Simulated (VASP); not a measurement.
The system is CdSe.

```
Cd Se
1.0
     0.00000    3.07027    3.07027
     3.07027    0.00000    3.07027
     3.07027    3.07027    0.00000
Cd Se
1 1
Direct
  0.00000 0.00000 0.00000
  0.25000 0.25000 0.25000
```

* Program: VASP 6.6.1
* Task: relaxation of cell and atoms
* Functional: PBEsol
* Dispersion: D3(BJ)
* Potentials or basis: VASP PAW PBE potentials, release 64 (Cd, Se)
* Cutoff: 600 eV
* k mesh: 8 × 8 × 8
* Occupations: fermi-dirac, width 0.05 eV
* Spin: no spin polarisation

At the start: pressure -2.7 GPa; volume 28.94 Å³/atom.

Question: Where does the relaxation end?

Answer: Over 3 steps the energy falls by 13.9 meV/atom and the volume is 27.40 Å³/atom (-5.3 %); space group F-43m (No. 216, to 0.05 Å).

The path:
```tsv
step	energy change (eV)	largest force (eV/Å)	pressure (GPa)	volume (Å³)
1	0.0000	0.0000	-2.74	57.88
2	-0.0247	0.0000	1.05	53.84
3	-0.0278	0.0000	-0.02	54.80
```

Final structure:
```yaml
crystal:
  lattice:
    - [0.00000, 3.01466, 3.01466]
    - [3.01466, 0.00000, 3.01466]
    - [3.01466, 3.01466, 0.00000]
  atoms:
    - { symbol: Cd, position: [0.00000, 0.00000, 0.00000] }
    - { symbol: Se, position: [0.25000, 0.25000, 0.25000] }
```

Caveat: the PAW data sets were made with another functional, which shifts forces and pressure a little.
